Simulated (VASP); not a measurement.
Input of a VASP 6.6.1 run:

INCAR

```
PREC = Accurate
ENCUT = 500
EDIFF = 1E-7
ISMEAR = 0
SIGMA = 0.01
LREAL = F
LASPH = T
NELM = 120
ALGO = Normal
ISIF = 3
LWAVE = F
LCHARG = F
GGA = PS
IBRION = 2
NSW = 100
EDIFFG = -0.002
PSTRESS = 20.0
GGA_COMPAT = F
NELMIN = 4
```

KPOINTS

```
Automatic mesh
0
Gamma
  6 6 6
```

File POSCAR:

```
TlBr
1.0
    3.9145171579      0.0000000000      0.0000000000
    0.0000000000      3.9145171579      0.0000000000
    0.0000000000      0.0000000000      3.9145171579
Tl Br
1 1
Direct
    0.0000000000      0.0000000000      0.0000000000
    0.5000000000      0.5000000000      0.5000000000
```

Potentials or basis: VASP PAW PBE potentials, release 64 (Tl_d, Br).

Command:

```sh
$ cat potpaw_PBE.64/Tl_d/POTCAR potpaw_PBE.64/Br/POTCAR > POTCAR
$ mpirun -np 1 vasp_std > vasp.out
```

(1) Predict the relaxed cell.

(2) Predict the relaxed volume.

Answers

(1) a = 3.833 Å, b = 3.833 Å, c = 3.833 Å, α = 90.00°, β = 90.00°, γ = 90.00°.

(2) 28.16 Å³/atom.

Caveat: the cell is relaxed towards a set pressure, so the enthalpy falls and the energy may rise; the PAW data sets were made with another functional, which shifts forces and pressure a little.
